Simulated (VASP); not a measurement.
Crystal: CaF2 (Fluorite).

```
CELL_PARAMETERS angstrom
3.86222 0.00000 0.00000
1.93111 3.34478 0.00000
1.93111 1.11493 3.15349
ATOMIC_POSITIONS crystal
Ca 0.00000 0.00000 0.00000
F 0.25000 0.25000 0.25000
F 0.75000 0.75000 0.75000
```

Base run:

```yaml
Program: VASP 6.6.1
Functional: PBE
Potentials_or_basis: VASP PAW PBE potentials, release 64 (Ca_sv, F)
Cutoff: 600 eV
k_mesh: 6 × 6 × 6
Occupations: gaussian, width 0.01 eV
Spin: no spin polarisation
```

Its results: band gap on the k mesh 7.28 eV, indirect (least direct gap 7.54 eV); pressure 2.4 GPa.

Q: After a change of settings the same cell gave: band gap on the k mesh 7.40 eV, indirect (least direct gap 7.65 eV); pressure 4.3 GPa. Which change was it?
A. functional from PBE to revPBE
B. functional from PBE to BLYP
C. functional from PBE to LDA; potentials or basis from VASP PAW PBE potentials, release 64 (Ca_sv, F) to VASP PAW LDA potentials, release 64 (Ca_sv, F)

A: B.

BLYP binds less tightly than PBE, so the same cell stands under more pressure.

Caveats: the PAW data sets were made with another functional, which shifts forces and pressure a little (some runs).
